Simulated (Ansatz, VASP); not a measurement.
Bi2Te3 in VASP and in Ansatz

Contents of INCAR:

```
  PREC = Accurate
  ENCUT = 520
  EDIFF = 1E-7
  ISMEAR = 0
  SIGMA = 0.05
  LREAL = False
  LASPH = True
  NELM = 80
  ALGO = Normal
  ISIF = 2
  LWAVE = False
  LCHARG = False
  GGA = PE
  NBANDS = 32
```

The input KPOINTS:

```
Automatic mesh
0
Gamma
  6 6 6
```

Contents of POSCAR:

```
Bi2Te3
1.0
    2.1919635650      1.2655307543     10.1752982818
   -2.1919635650      1.2655307543     10.1752982818
    0.0000000000     -2.5310615087     10.1752982818
Bi Te
2 3
Direct
    0.3990000000      0.3990000000      0.3990000000
    0.6010000000      0.6010000000      0.6010000000
    0.0000000000      0.0000000000      0.0000000000
    0.2080000000      0.2080000000      0.2080000000
    0.7920000000      0.7920000000      0.7920000000
```

Input for Ansatz:

```yaml
crystal:
  lattice:
    - [2.191963565, 1.2655307543, 10.1752982818]
    - [-2.191963565, 1.2655307543, 10.1752982818]
    - [0.0, -2.5310615087, 10.1752982818]
  atoms:
    - { symbol: Bi, position: [0.399, 0.399, 0.399] }
    - { symbol: Bi, position: [0.601, 0.601, 0.601] }
    - { symbol: Te, position: [0.0, 0.0, 0.0] }
    - { symbol: Te, position: [0.208, 0.208, 0.208] }
    - { symbol: Te, position: [0.792, 0.792, 0.792] }
basis:
  ecutwfc: 420
  ecutrho_ratio: 4
kpoints:
  mp_grid: { grid: [6, 6, 6] }
hamiltonian:
  xc: pbe
scf:
  occupations: { method: gaussian, width: 0.05 }
output:
  forces: true
  stress: true
  eigenvalues: true
```

Alike in both runs: task single point; functional PBE; k mesh 6 × 6 × 6; occupations gaussian, width 0.05 eV; no spin polarisation.

|  | VASP | Ansatz |
| --- | --- | --- |
| version | VASP 6.6.1 | Ansatz 0.2.0 |
| potentials or method | VASP PAW PBE potentials, release 64 (Bi_d, Te), cutoff 520 eV | scalar-relativistic, plane waves, PAW |
| valence electrons in the cell | 48 | 78 |

VASP gave:

* gap on the k mesh at the Fermi level (eV): 0.33
* least direct gap on the mesh (eV): 0.33
* pressure (GPa): 1.3
* traceless stress, the component that is largest in VASP (GPa): -0.41
* rms of the force components (eV/Å): 0.234

Which values does Ansatz return?

gap on the k mesh at the Fermi level (eV): 0.34; least direct gap on the mesh (eV): 0.34; pressure (GPa): 1.3; traceless stress, the component that is largest in VASP (GPa): -0.42; rms of the force components (eV/Å): 0.239.

Atom by atom the forces differ by 0.005 eV/Å (rms over components). VASP's potentials hold 48 valence electrons a cell and Ansatz's 78, so a difference there can come from the potentials and not from the codes.

Neither program's run includes spin-orbit coupling.
